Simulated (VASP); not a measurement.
Here is a VASP 6.6.1 calculation.

INCAR

```
  PREC = Accurate
  ENCUT = 520
  EDIFF = 1E-6
  ISMEAR = 0
  SIGMA = 0.1
  LREAL = F
  LASPH = T
  NELM = 100
  ALGO = Normal
  ISIF = 2
  LWAVE = F
  LCHARG = F
  GGA = PE
  NBANDS = 17
```

KPOINTS

```
Automatic mesh
0
Gamma
  6 6 6
```

The input POSCAR:

```
Hf
1.0
    1.5535218893     -4.3552182622      0.0000000000
    1.5535218893      4.3552182622      0.0000000000
    0.0000000000      0.0000000000      3.3963202684
Hf
2
Direct
    0.8670000000      0.1330000000      0.2500000000
    0.1330000000      0.8670000000      0.7500000000
```

Potentials or basis: VASP PAW PBE potentials, release 64 (Hf_pv).

The run is started by

```sh
$ cat potpaw_PBE.64/Hf_pv/POTCAR > POTCAR
$ mpirun -np 1 vasp_std > vasp.out
```

(1) What does it give for the largest force?

(2) Estimate the band gap on the k mesh.

(3) Estimate the pressure.

Answers

(1) 1.134 eV/Å.

(2) zero (band 10 reaches 4.99 eV, above the bottom of band 11 at 4.29 eV).

(3) 2.1 GPa.

Caveat: spin-orbit coupling is left out, which moves the levels of the heavy elements; forces of over 1 eV/Å act on the atoms, so gaps and moduli don't describe the material at rest.
